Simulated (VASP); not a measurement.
Li, 3 atoms in the cell. Symmetry: P6/mmm, No. 191, hexagonal system. Conventional cell: a = 5.124 Å, b = 5.124 Å, c = 3.006 Å, α = 90.00°, β = 90.00°, γ = 120.00°. Within 4.0 Å of Li (site symmetry 6/mmm) lie 14 Li at 3.01 to 3.32 Å. Within 3.9 Å of Li (site symmetry -6m2) lie 11 Li at 2.96 to 3.32 Å. This isn't the form of Li at room conditions, which is bcc.

```yaml
Program: VASP 6.6.1
Task: single point
Functional: RPBE
Potentials_or_basis: VASP PAW PBE potentials, release 64 (Li_sv)
Cutoff: 520 eV
k_mesh: 8 × 8 × 12
Occupations: fermi-dirac, width 0.1 eV
Spin: no spin polarisation
Dipole_correction: no
Further_INCAR_settings: ALGO = Normal; EDIFF = 1e-07; NBANDS = 12
```

Potentials or basis: VASP PAW PBE potentials, release 64 (Li_sv).

Launch:

```sh
$ cat potpaw_PBE.64/Li_sv/POTCAR > POTCAR
$ mpirun -np 1 vasp_std > vasp.out
```

Hardware: 1 thread of Intel(R) Xeon(R) Platinum 8488C (Sapphire Rapids), on a shared host.

Problem. How long does it take, and how much memory?

Solution. Wall time 34 s on 1 thread of Intel(R) Xeon(R) Platinum 8488C (Sapphire Rapids), on a shared host, peak memory 0.19 GiB. Counts: scf iterations 11, k points 70.
